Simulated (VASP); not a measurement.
The system is NaCl.

```
Cl Na
1.0
     0.00000    2.79406    2.79406
     2.79406    0.00000    2.79406
     2.79406    2.79406    0.00000
Cl Na
1 1
Direct
  0.50000 0.50000 0.50000
  0.00000 0.00000 0.00000
```

| Property | Result |
| --- | --- |
| Program | VASP 6.6.1 |
| Task | relaxation of cell and atoms |
| Functional | RPBE |
| Potentials or basis | VASP PAW PBE potentials, release 64 (Cl, Na_pv) |
| Cutoff | 600 eV |
| k mesh | 8 × 8 × 8 |
| Occupations | fermi-dirac, width 0.05 eV |
| Spin | no spin polarisation |

At the start: pressure 3.6 GPa; volume 21.81 Å³/atom.

Task: Where does the relaxation end?

Result: Over 4 steps the energy falls by 30.5 meV/atom and the volume is 24.95 Å³/atom (+14.4 %); space group Fm-3m (No. 225, to 0.1 Å) before and after.

Step by step:
```csv
step,energy change (eV),largest force (eV/Å),pressure (GPa),volume (Å³)
1,0.0000,0.0000,3.56,43.63
2,-0.0479,0.0000,1.46,46.76
3,-0.0599,0.0000,-0.38,50.82
4,-0.0611,0.0000,-0.04,49.91
```

Final structure:
```
Cl Na
1.0
     0.00000    2.92221    2.92221
     2.92221    0.00000    2.92221
     2.92221    2.92221    0.00000
Cl Na
1 1
Direct
  0.50000 0.50000 0.50000
  0.00000 0.00000 0.00000
```

Caveat: the PAW data sets were made with another functional, which shifts forces and pressure a little.
